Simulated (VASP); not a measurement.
# BeTe (F-43m) in VASP: single point with HSE06

Aim: the single point of BeTe with HSE06.

All numbers are computed with VASP 6.6.1; they aren't measurements. Logs are shortened: lines on timing, memory, paths and dates and some standing lists are left out, and cuts for length are marked.

## Step 1: The cell of the first run

Symmetry: F-43m, No. 216, cubic system. The conventional cell has a = 5.657 Å, b = 5.657 Å, c = 5.657 Å, α = 90.00°, β = 90.00°, γ = 90.00°. Be (site symmetry -43m) has 4 Te at 2.45 Å within 3.2 Å. Te (site symmetry -43m) has 4 Be at 2.45 Å within 3.2 Å.

## Step 2: Single point, HSE06

POSCAR

```
BeTe
1.0
    0.0000000000      2.8284401600      2.8284401600
    2.8284401600      0.0000000000      2.8284401600
    2.8284401600      2.8284401600      0.0000000000
Be Te
1 1
Direct
    0.0000000000      0.0000000000      0.0000000000
    0.2500000000      0.2500000000      0.2500000000
```

INCAR.step1

```
ALGO     = Normal         # electronic algorithm
EDIFF    = 1E-5           # SCF threshold, eV
ENCUT    = 520            # plane-wave cutoff, eV
GGA      = PE             # functional
GGA_COMPAT= F            
ISIF     = 2              # what is computed and relaxed
ISMEAR   = -1             # smearing method
LASPH    = T              # aspherical terms in the spheres
LCHARG   = F              # write CHGCAR
LREAL    = F              # projectors in reciprocal space
LWAVE    = T              # write WAVECAR
NBANDS   = 11             # bands
NELM     = 120            # most SCF steps
PREC     = Accurate       # precision mode
SIGMA    = 0.02           # smearing width, eV
```

INCAR.step2

```
ALGO     = Normal         # electronic algorithm
EDIFF    = 1E-6           # SCF threshold, eV
ENCUT    = 520            # plane-wave cutoff, eV
GGA      = PE             # functional
GGA_COMPAT= F            
HFSCREEN = 0.2079         # screening, 1/A
ISIF     = 2              # what is computed and relaxed
ISMEAR   = -1             # smearing method
ISTART   = 1            
LASPH    = T              # aspherical terms in the spheres
LCHARG   = F              # write CHGCAR
LHFCALC  = T              # exact exchange
LREAL    = F              # projectors in reciprocal space
LWAVE    = F              # write WAVECAR
NBANDS   = 11             # bands
NELM     = 120            # most SCF steps
PREC     = Accurate       # precision mode
PRECFOCK = Normal       
SIGMA    = 0.02           # smearing width, eV
```

KPOINTS

```
k-points
0
Gamma
  8 8 8
```

Potentials or basis: VASP PAW PBE potentials, release 64 (Be, Te).

Launch:

```sh
cat potpaw_PBE.64/Be/POTCAR potpaw_PBE.64/Te/POTCAR > POTCAR
cp INCAR.step1 INCAR
mpirun -np 1 vasp_std > vasp.out
cp INCAR.step2 INCAR
mpirun -np 1 vasp_std > vasp.out
```

OUTCAR:

```text
EDIFF = 1E-6
   ENCUT = 520
   GGA = PE
   HFSCREEN = 0.2079
   ISIF = 2
   ISMEAR = -1
   ISTART = 1
   LASPH = T
   LHFCALC = T
   LREAL = F
   NELM = 120
   PREC = Accurate
   PRECFOCK = Normal

 ion  position               nearest neighbor table
   1  0.000  0.000  0.000-   2 2.45   2 2.45   2 2.45   2 2.45
   2  0.250  0.250  0.250-   1 2.45   1 2.45   1 2.45   1 2.45

  LATTYP: Found a face centered cubic cell.
 ALAT       =     5.6568803200

  Lattice vectors:

 A1 = (   0.0000000000,   2.8284401600,   2.8284401600)
 A2 = (   2.8284401600,   0.0000000000,   2.8284401600)
 A3 = (   2.8284401600,   2.8284401600,   0.0000000000)

Analysis of symmetry for initial positions (statically):
=====================================================================
 Subroutine PRICEL returns:
 Original cell was already a primitive cell.

 Routine SETGRP: Setting up the symmetry group for a
 face centered cubic supercell.

 Subroutine GETGRP returns: Found 24 space group operations
 (whereof 24 operations were pure point group operations)
 out of a pool of 48 trial point group operations.

The static configuration has the point symmetry T_d .

Analysis of symmetry for dynamics (positions and initial velocities):
=====================================================================
 Subroutine PRICEL returns:
 Original cell was already a primitive cell.

 Routine SETGRP: Setting up the symmetry group for a
 face centered cubic supercell.

 Subroutine GETGRP returns: Found 24 space group operations
 (whereof 24 operations were pure point group operations)
 out of a pool of 48 trial point group operations.

The dynamic configuration has the point symmetry T_d .

 Subroutine INISYM returns: Found 24 space group operations
 (whereof 24 operations are pure point group operations),
 and found     1 'primitive' translations

----------------------------------------------------------------------------------------

                                     Primitive cell

  volume of cell :      45.2555

  direct lattice vectors                    reciprocal lattice vectors
     0.000000000  2.828440160  2.828440160    -0.176775881  0.176775881  0.176775881
     2.828440160  0.000000000  2.828440160     0.176775881 -0.176775881  0.176775881
     2.828440160  2.828440160  0.000000000     0.176775881  0.176775881 -0.176775881

  length of vectors
     4.000018435  4.000018435  4.000018435     0.306184807  0.306184807  0.306184807

  position of ions in fractional coordinates (direct lattice)
     0.000000000  0.000000000  0.000000000
     0.250000000  0.250000000  0.250000000

  ion indices of the primitive-cell ions
   primitive index   ion index
                 1           1
                 2           2

----------------------------------------------------------------------------------------

 KPOINTS: k-points

Automatic generation of k-mesh.
 Grid dimensions read from file:
 generate k-points for:    8    8    8

 Generating k-lattice:

  Cartesian coordinates                     Fractional coordinates (reciprocal lattice)
    -0.022096985  0.022096985  0.022096985     0.125000000  0.000000000  0.000000000
     0.022096985 -0.022096985  0.022096985     0.000000000  0.125000000  0.000000000
     0.022096985  0.022096985 -0.022096985     0.000000000  0.000000000  0.125000000

  Length of vectors
     0.038273101  0.038273101  0.038273101

  Shift w.r.t. Gamma in fractional coordinates (k-lattice)
     0.000000000  0.000000000  0.000000000

 Subroutine IBZKPT returns following result:
 ===========================================

 Found     29 irreducible k-points:

 Following reciprocal coordinates:
            Coordinates               Weight
  0.000000  0.000000  0.000000      1.000000
  0.125000  0.000000  0.000000      8.000000
  0.250000  0.000000  0.000000      8.000000
  0.375000  0.000000  0.000000      8.000000
  0.500000  0.000000  0.000000      4.000000
  0.125000  0.125000  0.000000      6.000000
[... 16 lines left out ...]
  0.500000  0.250000  0.125000     48.000000
 -0.375000  0.250000  0.125000     24.000000
 [... further k-points ...]
   k-points           NKPTS =     29   k-points in BZ     NKDIM =    512   number of bands    NBANDS=     11
   number of dos      NEDOS =    301   number of ions     NIONS =      2
   total plane-waves  NPLWV =  27000
   dimension x,y,z NGX =    30 NGY =   30 NGZ =   30
   dimension x,y,z NGXF=    60 NGYF=   60 NGZF=   60
   ions per type =               1   1
   NGX,Y,Z   is equivalent  to a cutoff of  12.47, 12.47, 12.47 a.u.
   NGXF,Y,Z  is equivalent  to a cutoff of  24.94, 24.94, 24.94 a.u.
 SYSTEM =  unknown system
   PREC   = accura    normal or accurate (medium, high low for compatibility)
   ISTART =      1    job   : 0-new  1-cont  2-samecut
   ICHARG =      0    charge: 1-file 2-atom 10-const
   ISPIN  =      1    spin polarized calculation?
   LNONCOLLINEAR =      F non collinear calculations
   LSORBIT =      F    spin-orbit coupling
   LASPH  =      T    aspherical Exc in radial PAW
   ENCUT  =  520.0 eV  38.22 Ry    6.18 a.u.   7.44  7.44  7.44*2*pi/ulx,y,z
   NELM   =    120;   NELMIN=  2; NELMDL=  0     # of ELM steps
   EDIFF  = 0.1E-05   stopping-criterion for ELM
   LREAL  =      F    real-space projection
   EDIFFG = 0.1E-04   stopping-criterion for IOM
   NSW    =      0    number of steps for IOM
   IBRION =     -1    ionic relax: 0-MD 1-quasi-New 2-CG
   NFREE  =      0    steps in history (QN), initial steepest desc. (CG)
   ISIF   =      2    stress and relaxation
   ISYM   =      3    0-nonsym 1-usesym 2-fastsym
   POTIM  = 0.5000    time-step for ionic-motion
   TEBEG  =    0.0;   TEEND  =   0.0 temperature during run
   PSTRESS=    0.0 pullay stress
   NELECT =       8.0000    total number of electrons
   NUPDOWN=      -1.0000    fix difference up-down
   EMIN   =  10.00;   EMAX   =-10.00  energy-range for DOS
   EFERMI =   0.00;   METHOD = LEGACY
   ISMEAR =    -1;   SIGMA  =   0.02  broadening in eV -4-tet -1-fermi 0-gaus
   EFERMI_NEDOS =   21; number of points for ismear=-14 and -15
   IALGO  =     38    algorithm
   IMIX   =      1    mixing-type and parameters
     AMIX     =   0.40;   BMIX     =  1.00
     AMIX_MAG =   1.60;   BMIX_MAG =  1.00
  volume/ion in A,a.u.               =      22.63       152.70
  Fermi-wavevector in a.u.,A,eV,Ry     =   0.918786  1.736254 11.485606  0.844168
  Thomas-Fermi vector in A             =   2.043907
   LORBIT       =      0    0 simple, 1 ext, 2 COOP (PROOUT), +10 PAW based schemes
   GGA     = PE    functional components
   LHFCALC =     T    Hartree Fock is set to
   PRECFOCK=normal    Normal, Fast or Accurate (Low or Medium for compatibility)
   ENCUT4O =  -1.0   cutoff for four orbital integrals eV
   NKREDX  =     1    reduce k-point grid by
   NKREDY  =     1    reduce k-point grid by
   NKREDZ  =     1    reduce k-point grid by
   AEXX    =    0.2500 exact exchange contribution
   HFSCREEN=    0.2079 screening length (either q_TF or 0.3 A-1)
   HFSCREENC=   0.2079 screening length for correlation (either q_TF or 0.3 A-1)
   ENCUTFOCK=  -1.0 apply spherical cutoff to Coloumb kernel
   IVDW    =     0    specifies the selected vdW correction
   LEPSILON=     F    determine dielectric tensor
   LRPA    =     F    only Hartree local field effects (RPA)
 non-spin polarized calculation
  energy-cutoff  :      520.00
  volume of cell :       45.26
 maximum number of plane-waves:      1243
 NGX is ok and might be reduce to    30
  NGX = 24; NGY = 24; NGZ = 24

 number of electron       8.0000000 magnetization

 Free energy of the ion-electron system (eV)
  ---------------------------------------------------
  ext. energy  EPLUGINS =         0.00000000
  ---------------------------------------------------
  free energy    TOTEN  =        -8.75575081 eV

  energy without entropy =       -8.75575081  energy(sigma->0) =       -8.75575081

 E-fermi :   4.9380     XC(G=0):  -7.5251

 val. band max:        4.4694352134   @ k =   0.0000   0.0000   0.0000
 cond. band min:       7.1395376419   @ k =   0.5000   0.5000   0.0000
 fundamental gap:      2.6701024285
 Fermi energy:         4.9379766941

 k-point     1 :       0.0000    0.0000    0.0000
  band No.  band energies     occupation
      1      -8.8877      2.00000
      2       4.4694      2.00000
      3       4.4694      2.00000
      4       4.4694      2.00000
      5       8.9514      0.00000
      6       8.9514      0.00000
      7       8.9514      0.00000
      8       8.9573      0.00000
      9      13.8091      0.00000
     10      15.7284      0.00000
     11      15.7284      0.00000

 k-point     2 :       0.1250    0.0000    0.0000
  band No.  band energies     occupation
      1      -8.7260      2.00000
      2       3.0902      2.00000
      3       4.2293      2.00000
      4       4.2293      2.00000
      5       8.7883      0.00000
      6       9.3087      0.00000
      7       9.3087      0.00000
      8      10.3752      0.00000
      9      14.2554      0.00000
     10      14.7740      0.00000
     11      14.7740      0.00000

 k-point     3 :       0.2500    0.0000    0.0000
  band No.  band energies     occupation
      1      -8.2789      2.00000
      2       0.9084      2.00000
      3       3.7667      2.00000
      4       3.7667      2.00000
      5       8.5300      0.00000
      6       9.8629      0.00000
      7       9.8629      0.00000
      8      12.4679      0.00000
      9      14.4977      0.00000
     10      14.4977      0.00000
     11      14.5272      0.00000
[... 267 lines left out ...]
 k-point    23 :       0.5000    0.2500    0.1250
  band No.  band energies     occupation
      1      -7.3995      2.00000
      2      -0.5416      2.00000
      3       1.5018      2.00000
      4       2.6967      2.00000
      5       9.3291      0.00000
      6      10.0081      0.00000
      7      11.3368      0.00000
      8      12.3848      0.00000
      9      15.4545      0.00000
     10      15.8585      0.00000
     11      17.8319      0.00000

 k-point    24 :      -0.3750    0.2500    0.1250
  band No.  band energies     occupation
      1      -7.1417      2.00000
      2      -1.0866      2.00000
      3       1.3774      2.00000
      4       2.4581      2.00000
      5       9.4950      0.00000
      6       9.6849      0.00000
      7      12.1729      0.00000
      8      13.3178      0.00000
      9      13.9255      0.00000
     10      17.1750      0.00000
     11      17.4796      0.00000

 [... further k-points ...]

------------------------ aborting loop because EDIFF is reached ----------------------------------------

  FORCE on cell =-STRESS in cart. coord.  units (eV):
  Direction    XX          YY          ZZ          XY          YZ          ZX
  --------------------------------------------------------------------------------------
  -------------------------------------------------------------------------------------
  Total       -0.2747283     -0.2747283     -0.2747283     -0.0000000      0.0000000     -0.0000000
  in kB       -9.7261941     -9.7261941     -9.7261941     -0.0000000      0.0000000     -0.0000000
  external PRESSURE =      -9.7261941 kB  Pullay stress =       0.0000000 kB

 VOLUME and BASIS-vectors are now :
 -----------------------------------------------------------------------------
  energy-cutoff  :      520.00
  volume of cell :       45.26
      direct lattice vectors                 reciprocal lattice vectors
     0.000000000  2.828440160  2.828440160    -0.176775881  0.176775881  0.176775881
     2.828440160  0.000000000  2.828440160     0.176775881 -0.176775881  0.176775881
     2.828440160  2.828440160  0.000000000     0.176775881  0.176775881 -0.176775881

 POSITION                                       TOTAL-FORCE (eV/Angst)
 -----------------------------------------------------------------------------------
      0.00000      0.00000      0.00000        -0.000000     -0.000000     -0.000000
      1.41422      1.41422      1.41422         0.000000      0.000000      0.000000
 -----------------------------------------------------------------------------------
    total drift:                               -0.000000     -0.000000     -0.000000

  FREE ENERGIE OF THE ION-ELECTRON SYSTEM (eV)
  ---------------------------------------------------
  free  energy   TOTEN  =        -8.7557508106 eV

  energy  without entropy=       -8.7557508106  energy(sigma->0) =       -8.75575081
```

Wall time 52 min (1 thread of Intel Xeon Platinum 8259CL at 2.50GHz (Skylake/Cascade Lake), shared host); peak memory 0.33 GiB.

Results:

- Free energy: -8.7558 eV
- Pressure: -1.0 GPa
- Band gap on the k mesh: 2.67 eV (least direct gap 4.48 eV)

Caveat: the PAW data sets were made with another functional, which shifts forces and pressure a little; spin-orbit coupling is left out, which moves the levels of the heavy elements. A k mesh can miss the band edges.
